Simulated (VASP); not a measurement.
Set up this calculation in VASP 6.6.1, as the native input.

```
Task                   : relaxation of cell and atoms
Functional             : PBE
Potentials or basis    : VASP PAW PBE potentials, release 64 (Cr_pv)
Cutoff                 : 600 eV
k mesh                 : 20 × 20 × 20
Occupations            : gaussian, width 0.1 eV
Spin                   : no spin polarisation
Dipole correction      : no
Further INCAR settings : ALGO = Normal; EDIFF = 1e-06; IBRION = 2; EDIFFG = -0.005; NSW = 100; ISIF = 3
```

The structure of Cr lies in POSCAR:

```
Cr
1.0
   -1.4248462202      1.4248462202      1.4248462202
    1.4248462202     -1.4248462202      1.4248462202
    1.4248462202      1.4248462202     -1.4248462202
Cr
1
Direct
    0.0000000000      0.0000000000      0.0000000000
```

The input as run:

INCAR

```
SYSTEM = Cr
PREC = Accurate
ENCUT = 600
EDIFF = 1E-6
ISMEAR = 0
SIGMA = 0.1
LREAL = .False.
LASPH = .True.
NELM = 80
ALGO = Normal
ISIF = 3
LWAVE = .False.
LCHARG = .False.
GGA = PE
IBRION = 2
NSW = 100
EDIFFG = -0.005
```

KPOINTS

```
Automatic mesh
0
Gamma
  20 20 20
  0 0 0
```

Potentials or basis: VASP PAW PBE potentials, release 64 (Cr_pv).

Run with:

```console
$ cat potpaw_PBE.64/Cr_pv/POTCAR > POTCAR
$ mpirun -np 1 vasp_std > vasp.out
```

It gave:

- Relaxed volume: 11.52 Å³/atom
- Relaxed cell: a = 2.465 Å, b = 2.465 Å, c = 2.465 Å, α = 109.47°, β = 109.47°, γ = 109.47°
- Space group after relaxing (to 0.05 Å): Im-3m (No. 229)
- Energy gained by relaxing: 0.2 meV/atom
- Ionic steps: 3
- Pressure after relaxing: 0.0 GPa
- Band gap on the k mesh: zero (band 6 reaches 13.46 eV, above the bottom of band 7 at 10.09 eV)

Caveat: the run has no spin polarisation, though such a crystal can be magnetic.

It took 58 s on 1 thread of AMD EPYC 7R43 64-Core Processor (Zen 3), with other jobs on the host, peak memory 0.12 GiB.
